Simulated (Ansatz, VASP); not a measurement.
## CdS: VASP beside Ansatz

```xyz
2
Lattice="0.0000 2.9969 2.9969 2.9969 0.0000 2.9969 2.9969 2.9969 0.0000" Properties=species:S:1:pos:R:3 pbc="T T T"
Cd    0.0000    0.0000    0.0000
S     1.4984    1.4984    1.4984
```

Alike in both runs: task single point; functional r2SCAN; k mesh 6 × 6 × 6; no spin polarisation.

```csv
,VASP,Ansatz
version,VASP 6.6.1,Ansatz 0.2.0
potentials or method,"VASP PAW PBE potentials, release 64 (Cd, S)","plane waves, PAW"
plane-wave cutoff (eV),520,500
occupations,"gaussian, width 0.01 eV",fixed
valence electrons in the cell,18,26
```

Ansatz gave:

```
gap on the k mesh at the Fermi level (eV) : 1.40
pressure (GPa)                            : -3.1
```

Task: Estimate VASP's values.

Result: gap on the k mesh at the Fermi level (eV): 1.40; pressure (GPa): -2.9.

VASP's potentials were made for PBE, not for r2SCAN. VASP's potentials hold 18 valence electrons a cell and Ansatz's 26, so a difference there can come from the potentials and not from the codes.
